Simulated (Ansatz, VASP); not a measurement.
**Two plane-wave programs on Pd**

```
Pd
1.0
     0.00000    1.92028    1.92028
     1.92028    0.00000    1.92028
     1.92028    1.92028    0.00000
Pd
1
Cartesian
  0.0000 0.0000 0.0000
```

Alike in both runs: task single point; functional LDA; k mesh 5 × 5 × 5; occupations fermi-dirac, width 0.05 eV; collinear spin.

```csv
,VASP,Ansatz
version,VASP 6.6.1,Ansatz 0.2.0
potentials or method,"VASP PAW LDA potentials, release 64 (Pd), cutoff 520 eV","plane waves (420 eV) with PAW, scalar-relativistic"
valence electrons in the cell,10,18
```

```tsv
	VASP	Ansatz	Ansatz less VASP
pressure (GPa)	3.3	3.1	-0.26
net moment per atom (μB)	0.34	0.35	+0.006
size of the moment on the site where the two differ most (μB)	0.34	0.35	+0.013
```

Ansatz warns that its potentials were made for another functional, while VASP's fit it. LDA's correlation is that of Perdew and Zunger in VASP and of Perdew and Wang (1992) in Ansatz. Site moments also hang on the region over which each program counts them. VASP's potentials hold 10 valence electrons a cell and Ansatz's 18, so a difference there can come from the potentials and not from the codes.

The k mesh is coarse, so the values compare programs but aren't converged.
